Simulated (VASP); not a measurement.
Wanted: the native input for a VASP 6.6.1 run.

- Task: single point
- Functional: PBE
- Potentials or basis: VASP PAW PBE potentials, release 64 (Pb_d, F)
- Cutoff: 520 eV
- k mesh: 3 × 5 × 3
- Occupations: fermi-dirac, width 0.02 eV
- Spin: no spin polarisation
- Dipole correction: no
- Further INCAR settings: ALGO = Normal; EDIFF = 1e-07; NBANDS = 68

The structure of PbF2 lies in POSCAR:

```
PbF2
1.0
    6.4400000000      0.0000000000      0.0000000000
    0.0000000000      3.8990000000      0.0000000000
    0.0000000000      0.0000000000      7.6510000000
Pb F
4 8
Direct
    0.2556530546      0.2500000000      0.1049836709
    0.2443469454      0.7500000000      0.6049836709
    0.7556530546      0.2500000000      0.3950163291
    0.7443469454      0.7500000000      0.8950163291
    0.8591749973      0.2500000000      0.0675376107
    0.6408250027      0.7500000000      0.5675376107
    0.3591749973      0.2500000000      0.4324623893
    0.1408250027      0.7500000000      0.9324623893
    0.4749521863      0.2500000000      0.8440020086
    0.0250478137      0.7500000000      0.3440020086
    0.9749521863      0.2500000000      0.6559979914
    0.5250478137      0.7500000000      0.1559979914
```

These files were run (other wordings do the same):

INCAR

```
SYSTEM = PbF2
PREC = Accurate ; ENCUT = 520
EDIFF = 1E-7 ; ISMEAR = -1
SIGMA = 0.02 ; LREAL = .FALSE.
LASPH = .TRUE. ; NELM = 80
ALGO = Normal ; ISIF = 2
LWAVE = .FALSE. ; LCHARG = .FALSE.
GGA = PE ; NBANDS = 68
```

KPOINTS

```
regular mesh
0
G
  3 5 3
  0 0 0
```

Potentials or basis: VASP PAW PBE potentials, release 64 (Pb_d, F).

Run with:

```console
$ cat potpaw_PBE.64/Pb_d/POTCAR potpaw_PBE.64/F/POTCAR > POTCAR
$ mpirun -np 1 vasp_std > vasp.out
```

Results of the run:

* Pressure: 2.6 GPa
* Largest force: 0.020 eV/Å
* Band gap on the k mesh: 4.31 eV (least direct gap 4.56 eV)

Caveat: spin-orbit coupling is left out, which moves the levels of the heavy elements; an odd mesh through Γ misses points on the zone boundary, where band edges can lie.

It took 2.3 min on 1 thread of Intel(R) Xeon(R) Platinum 8488C (Sapphire Rapids) (shared host), peak memory 0.33 GiB.
